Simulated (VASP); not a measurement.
# Mg (P6_3/mmc) in VASP: notebook, part 3 of 3

VASP 6.6.1. Earlier steps stand in the parts before.

### 6 Single point, BLYP

File INCAR:

```
SYSTEM = Mg
PREC = Accurate
ENCUT = 520
EDIFF = 1E-7
ISMEAR = -1
SIGMA = 0.1
LREAL = .FALSE.
LASPH = .TRUE.
NELM = 100
ALGO = Normal
ISIF = 2
LWAVE = .FALSE.
LCHARG = .FALSE.
GGA = B5
ALDAX = 1.0
AGGAX = 1.0
AGGAC = 1.0
ALDAC = 0.0
NBANDS = 12
```

File KPOINTS:

```
regular mesh
0
G
  15 15 4
  0 0 0
```

File POSCAR:

```
Mg
1.0
    3.2193196963      0.0000000000      0.0000000000
   -1.6096598481      2.7880126399      0.0000000000
    0.0000000000      0.0000000000     10.4845331084
Mg
4
Direct
    1.0000000000      1.0000000000      0.0000000000
    1.0000000000      1.0000000000      0.5000000000
    0.3333333333      0.6666666667      0.2500000000
    0.6666666667      0.3333333333      0.7500000000
```

Potentials or basis: VASP PAW PBE potentials, release 64 (Mg).

On the command line:

```console
> cat potpaw_PBE.64/Mg/POTCAR > POTCAR
> mpirun -np 1 vasp_std > vasp.out
```

OUTCAR:

```text
SYSTEM = Mg
   PREC = Accurate
   ENCUT = 520
   EDIFF = 1E-7
   ISMEAR = -1
   LREAL = .FALSE.
   LASPH = .TRUE.
   NELM = 100
   ISIF = 2
   GGA = B5

 ion  position               nearest neighbor table
   1  0.000  0.000  0.000-   3 3.21   4 3.21   3 3.21   4 3.21   4 3.21   3 3.21
   2  0.000  0.000  0.500-   3 3.21   4 3.21   3 3.21   4 3.21   4 3.21   3 3.21
   3  0.333  0.667  0.250-   1 3.21   2 3.21   1 3.21   2 3.21   1 3.21   2 3.21
   4  0.667  0.333  0.750-   1 3.21   2 3.21   1 3.21   2 3.21   1 3.21   2 3.21

  LATTYP: Found a hexagonal cell.
 ALAT       =     3.2193196963
 C/A-ratio  =     3.2567542517

  Lattice vectors:

 A1 = (   3.2193196963,   0.0000000000,   0.0000000000)
 A2 = (  -1.6096598481,   2.7880126399,   0.0000000000)
 A3 = (   0.0000000000,   0.0000000000,  10.4845331084)

Analysis of symmetry for initial positions (statically):
=====================================================================
 Subroutine PRICEL returns:
 Original cell was already a primitive cell.

 Routine SETGRP: Setting up the symmetry group for a
 hexagonal supercell.

 Subroutine GETGRP returns: Found 24 space group operations
 (whereof 12 operations were pure point group operations)
[... 189 lines left out ...]
     11      13.7624      0.00000
     12      14.5232      0.00000
[... 331 lines left out ...]
 k-point    24 :       0.4000    0.2000    0.0000
  band No.  band energies     occupation
      1       1.3871      2.00000
      2       1.4450      2.00000
      3       2.4346      1.98843
      4       2.4897      1.98001
      5       2.9608      0.94227
      6       3.0120      0.69610
      7       4.9177      0.00000
      8       6.0644      0.00000
      9       6.2093      0.00000
     10       6.2283      0.00000
     11       6.7612      0.00000
     12       7.2773      0.00000

 [... further k-points ...]

------------------------ aborting loop because EDIFF is reached ----------------------------------------

  FORCE on cell =-STRESS in cart. coord.  units (eV):
  Direction    XX          YY          ZZ          XY          YZ          ZX
  --------------------------------------------------------------------------------------
  -------------------------------------------------------------------------------------
  Total        0.1162804      0.1162804     -0.1792507      0.0000000      0.0000000      0.0000000
  in kB        1.9797444      1.9797444     -3.0518527      0.0000000      0.0000000      0.0000000
  external PRESSURE =       0.3025454 kB  Pullay stress =       0.0000000 kB

 VOLUME and BASIS-vectors are now :
 -----------------------------------------------------------------------------
  energy-cutoff  :      520.00
  volume of cell :       94.10
      direct lattice vectors                 reciprocal lattice vectors
     3.219319696  0.000000000  0.000000000     0.310624633  0.179339216  0.000000000
    -1.609659848  2.788012640  0.000000000     0.000000000  0.358678431  0.000000000
     0.000000000  0.000000000 10.484533108     0.000000000  0.000000000  0.095378591

 POSITION                                       TOTAL-FORCE (eV/Angst)
 -----------------------------------------------------------------------------------
      0.00000      0.00000      0.00000        -0.000000      0.000000      0.000000
      0.00000      0.00000      5.24227        -0.000000      0.000000      0.000000
     -0.00000      1.85868      2.62113        -0.000000      0.000000     -0.000000
      1.60966      0.92934      7.86340         0.000000      0.000000      0.000000
 -----------------------------------------------------------------------------------
    total drift:                               -0.000000      0.000000      0.000000

  FREE ENERGIE OF THE ION-ELECTRON SYSTEM (eV)
  ---------------------------------------------------
  free  energy   TOTEN  =        -2.9904628946 eV

  energy  without entropy=       -2.9295148630  energy(sigma->0) =       -2.95998888
```

stdout:

```text
POSCAR found type information on POSCAR Mg
 POSCAR found :  1 types and       4 ions
 scaLAPACK will be used
 -----------------------------------------------------------------------------
|                                                                             |
|                                                                             |
|     You enforced a specific xc type in the INCAR file but a different       |
|     I HOPE YOU KNOW WHAT YOU ARE DOING!                                     |
|                                                                             |
 -----------------------------------------------------------------------------

 LDA part: xc-table for (Slater(with rela. corr.)+VWN5), standard interpolation
 POSCAR, INCAR and KPOINTS ok, starting setup
 FFT: planning ... GRIDC
 FFT: planning ... GRID_SOFT
 FFT: planning ... GRID
 WAVECAR not read
 entering main loop
```

Wall time 38 s (1 thread of AMD EPYC 9R45 (Zen 5), shared host); peak memory 0.21 GiB.

Results:

```
Free energy            : -2.9905 eV
Pressure               : 0.0 GPa
Band gap on the k mesh : zero (bands 4 and 5 overlap by 2.32 eV)
```

Stress tensor (GPa, compression positive):
```
 0.20  0.00  0.00
 0.00  0.20  0.00
 0.00  0.00 -0.31
```

Levels at points of the mesh, in eV from the Fermi level:
| k point | band 2 | band 3 | band 4 | band 5 | band 6 | band 7 |
| --- | --- | --- | --- | --- | --- | --- |
| (0.00, 0.00, 0.00) | -5.46 | -5.45 | -1.58 | -1.34 | 4.89 | 4.90 |
| (0.00, 0.00, 0.50) | -6.48 | -3.78 | -3.78 | 1.44 | 1.44 | 8.79 |

Caveat: the PAW data sets were made with another functional, which shifts forces and pressure a little.

### 7 Relaxation of cell and atoms, BLYP

This run uses another cell than the first one, of 23.24 Å³/atom.

File INCAR:

```
AGGAC = 1.0
AGGAX = 1.0
ALDAC = 0.0
ALDAX = 1.0
ALGO = Normal
EDIFF = 1E-7
EDIFFG = -0.01
ENCUT = 600
GGA = B5
IBRION = 2
ISIF = 3
ISMEAR = -1
LASPH = T
LCHARG = F
LREAL = F
LWAVE = F
NELM = 80
NSW = 80
PREC = Accurate
SIGMA = 0.1
```

File KPOINTS:

```
k-points
0
Gamma
  11 11 3
```

File POSCAR:

```
Mg
1.0
    3.2030520135      0.0000000000      0.0000000000
   -1.6015260067      2.7739244133      0.0000000000
    0.0000000000      0.0000000000     10.4611678760
Mg
4
Direct
    0.0000000000      0.0000000000      0.0000000000
    0.0000000000      0.0000000000      0.5000000000
    0.3333333333      0.6666666667      0.2500000000
    0.6666666667      0.3333333333      0.7500000000
```

On the command line:

```console
> cat potpaw_PBE.64/Mg/POTCAR > POTCAR
> mpirun -np 1 vasp_std > vasp.out
```

It took 70 s on 1 thread of AMD EPYC 9R45 (Zen 5), shared host; peak memory 0.22 GiB.

Results (log left out):

```yaml
Free_energy: -3.0125 eV
Relaxed_volume: 23.48 Å³/atom
Relaxed_cell: a = 3.216 Å, b = 3.216 Å, c = 10.486 Å, α = 90.00°, β = 90.00°, γ = 120.00°
Space_group_after_relaxing_to_0.1_Å: P6_3/mmc (No. 194)
Energy_gained_by_relaxing: 0.3 meV/atom
Ionic_steps: 3
Pressure_after_relaxing: 0.0 GPa
Band_gap_on_the_k_mesh: zero (bands 4 and 5 overlap by 2.28 eV)
```

Step by step:
| step | energy change (eV) | largest force (eV/Å) | pressure (GPa) | volume (Å³) |
| --- | --- | --- | --- | --- |
| 1 | 0.0000 | 0.0000 | 0.36 | 92.95 |
| 2 | -0.0011 | 0.0000 | 0.11 | 93.65 |
| 3 | -0.0013 | 0.0000 | 0.02 | 93.92 |

Final structure:
```
CELL_PARAMETERS angstrom
3.21599 0.00000 0.00000
-1.60799 2.78513 0.00000
0.00000 0.00000 10.48600
ATOMIC_POSITIONS crystal
Mg 0.00000 0.00000 0.00000
Mg 0.00000 0.00000 0.50000
Mg 0.33333 0.66667 0.25000
Mg 0.66667 0.33333 0.75000
```

Levels at points of the mesh, in eV from the Fermi level:
```csv
k point,band 2,band 3,band 4,band 5,band 6,band 7
"(0.00, 0.00, 0.00)",-5.46,-5.45,-1.58,-1.35,4.89,4.89
```

Caveat: the PAW data sets were made with another functional, which shifts forces and pressure a little.

### 8 Summary

| task | cell | k mesh | cutoff (eV) | gap on the mesh (eV) | pressure (GPa) |
| --- | --- | --- | --- | --- | --- |
| single point | a = 3.219, b = 3.219, c = 10.485 Å, angles 90.0, 90.0, 120.0°, 4 atoms | 13 × 13 × 4 | 520 | none | 0.1 |
| single point | a = 3.262, b = 3.262, c = 10.623 Å, angles 90.0, 90.0, 120.0°, 4 atoms | 13 × 13 × 4 | 520 | none | -1.0 |
| single point | a = 3.303, b = 3.303, c = 10.757 Å, angles 90.0, 90.0, 120.0°, 4 atoms | 13 × 13 × 4 | 520 | none | -1.9 |
| single point | a = 3.343, b = 3.343, c = 10.888 Å, angles 90.0, 90.0, 120.0°, 4 atoms | 13 × 13 × 4 | 520 | none | -2.6 |
| single point | a = 3.219, b = 3.219, c = 10.485 Å, angles 90.0, 90.0, 120.0°, 4 atoms | 15 × 15 × 4 | 520 | none | 0.0 |
| relaxation of cell and atoms | relaxed from a = 3.203, b = 3.203, c = 10.461 Å, angles 90.0, 90.0, 120.0°, 4 atoms | 11 × 11 × 3 | 600 | none | 0.0 |

Alike in all rows: level BLYP; potentials or basis VASP PAW PBE potentials, release 64 (Mg); no spin polarisation; smearing fermi-dirac 0.1 eV.

Caveats: the PAW data sets were made with another functional, which shifts forces and pressure a little.

Total energies depend on the potentials used, so only differences within one code and one set of settings carry meaning.
